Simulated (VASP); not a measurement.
Write the native input for VASP 6.6.1 that does the following.

* Task: single point
* Functional: PBE
* Potentials or basis: VASP PAW PBE potentials, release 64 (W_sv, C)
* Cutoff: 520 eV
* k mesh: 5 × 6 × 1
* Occupations: gaussian, width 0.1 eV
* Spin: no spin polarisation
* Dipole correction: yes
* Further INCAR settings: LREAL = Auto; ALGO = Normal; EDIFF = 1e-06; NBANDS = 106

The structure of WC lies in POSCAR:

```
WC
1.0
    5.6941517661      0.0000000000      0.0000000000
    0.0000000000      5.0606569482      0.0000000000
    0.0000000000      0.0000000000     22.8435433027
W C
10 10
Direct
    0.0000000000      0.5000000000      0.3720963901
    0.5000000000      0.5000000000      0.3720963901
    0.0000000000      0.0000000000      0.4360481950
    0.5000000000      0.0000000000      0.4360481950
    0.0000000000      0.5005992534      0.4987954151
    0.5000000000      0.5005992534      0.4987954151
    0.0000000000      0.0000788017      0.5633980356
    0.5000000000      0.0000788017      0.5633980356
    0.0000000000      0.5183306647      0.6220854867
    0.5000000000      0.5183306647      0.6220854867
    0.2500000000      0.8333333333      0.3720963901
    0.7500000000      0.8333333333      0.3720963901
    0.2500000000      0.3333333333      0.4360481950
    0.7500000000      0.3333333333      0.4360481950
    0.2500000000      0.8342574677      0.4990656659
    0.7500000000      0.8342574677      0.4990656659
    0.2500000000      0.3302009629      0.5634250049
    0.7500000000      0.3302009629      0.5634250049
    0.2500000000      0.8074590870      0.6200303713
    0.7500000000      0.8074590870      0.6200303713
```

One way to write it, as run:

INCAR

```
SYSTEM = WC
PREC = Accurate
ENCUT = 520
EDIFF = 1E-6
ISMEAR = 0
SIGMA = 0.1
LREAL = Auto
LASPH = .True.
NELM = 100
ALGO = Normal
ISIF = 2
LWAVE = .False.
LCHARG = .False.
LDIPOL = .True.
IDIPOL = 3
DIPOL = 0.5 0.5 0.498
GGA = PE
NBANDS = 106
```

KPOINTS

```
Automatic mesh
0
Gamma
  5 6 1
  0 0 0
```

Potentials or basis: VASP PAW PBE potentials, release 64 (W_sv, C).

Run with:

```sh
$ cat potpaw_PBE.64/W_sv/POTCAR potpaw_PBE.64/C/POTCAR > POTCAR
$ mpirun -np 1 vasp_std > vasp.out
```

Results of the run:

- Largest force: 3.044 eV/Å
- Band gap on the k mesh: zero (band 90 reaches 1.00 eV, above the bottom of band 91 at 0.36 eV)

Caveat: spin-orbit coupling is left out, which moves the levels of the heavy elements.

Run time: 32 min on 1 thread of Intel(R) Xeon(R) Platinum 8559C (Emerald Rapids), on a shared host, peak memory 0.91 GiB.
